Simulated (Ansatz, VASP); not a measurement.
**One calculation of TiC, two programs**

The input INCAR:

```
SYSTEM = TiC
ALGO     = Normal         ! electronic algorithm
EDIFF    = 1E-6           ! SCF threshold, eV
ENCUT    = 520            ! plane-wave cutoff, eV
GGA      = PS             ! functional
ISIF     = 2              ! what is computed and relaxed
ISMEAR   = -1             ! smearing method
LASPH    = .TRUE.         ! aspherical terms in the spheres
LCHARG   = .FALSE.        ! write CHGCAR
LREAL    = .FALSE.        ! projectors in reciprocal space
LWAVE    = .FALSE.        ! write WAVECAR
NBANDS   = 15             ! bands
NELM     = 100            ! most SCF steps
PREC     = Accurate       ! precision mode
SIGMA    = 0.03           ! smearing width, eV
```

KPOINTS

```
k-points
0
G
  16 16 16
  0 0 0
```

POSCAR

```
TiC
1.0
    0.0000000000      2.1423600000      2.1640000000
    2.1423600000      0.0000000000      2.1640000000
    2.1423600000      2.1423600000      0.0000000000
Ti C
1 1
Direct
    0.0000000000      0.0000000000      0.0000000000
    0.5000000000      0.5000000000      0.5000000000
```

Input for Ansatz:

```yaml
crystal:
  lattice:
    - [0.0, 2.14236, 2.164]
    - [2.14236, 0.0, 2.164]
    - [2.14236, 2.14236, 0.0]
  atoms:
    - { symbol: Ti, position: [0.0, 0.0, 0.0] }
    - { symbol: C, position: [0.5, 0.5, 0.5] }
kpoints:
  mp_grid: { grid: [16, 16, 16] }
  band_path:
    path:
      - [0.0, 0.0, 0.0]
      - [0.0, 0.5, 0.5]
      - [0.25, 0.75, 0.5]
      - [0.0, 0.5, 0.0]
      - [0.0, 0.0, 0.0]
      - [0.5, 0.5, 0.0]
      - [0.3725125, 0.6274875, 0.0]
      - [-0.3725125, 0.3725125, 0.0]
      - [0.0, 0.0, 0.0]
    npoints: 5
scf:
  occupations: { method: fermi_dirac, width: 0.03 }
hamiltonian:
  xc: pbesol
  pseudopotentials: { kind: all_electron, lapw: { basis_error: 0.001 } }
output:
  forces: true
  stress: true
  eigenvalues: true
```

Change from the starting cell: equal xx and yy strain of -1 %.

Alike in both runs: task single point; functional PBEsol; k mesh 16 × 16 × 16; occupations fermi-dirac, width 0.03 eV; no spin polarisation.

|  | VASP | Ansatz |
| --- | --- | --- |
| version | VASP 6.6.1 | Ansatz 0.2.0 |
| potentials or method | VASP PAW PBE potentials, release 64 (Ti_sv, C), cutoff 520 eV | all-electron LAPW, scalar-relativistic |

```csv
,VASP,Ansatz,Ansatz less VASP
pressure (GPa),-0.8,-1.1,-0.30
"traceless stress, the component that is largest in VASP (GPa)",-2.66,-2.65,+0.012
```

VASP's potentials were made for PBE, not for PBEsol. Ansatz ran all-electron here, and VASP with PAW potentials.
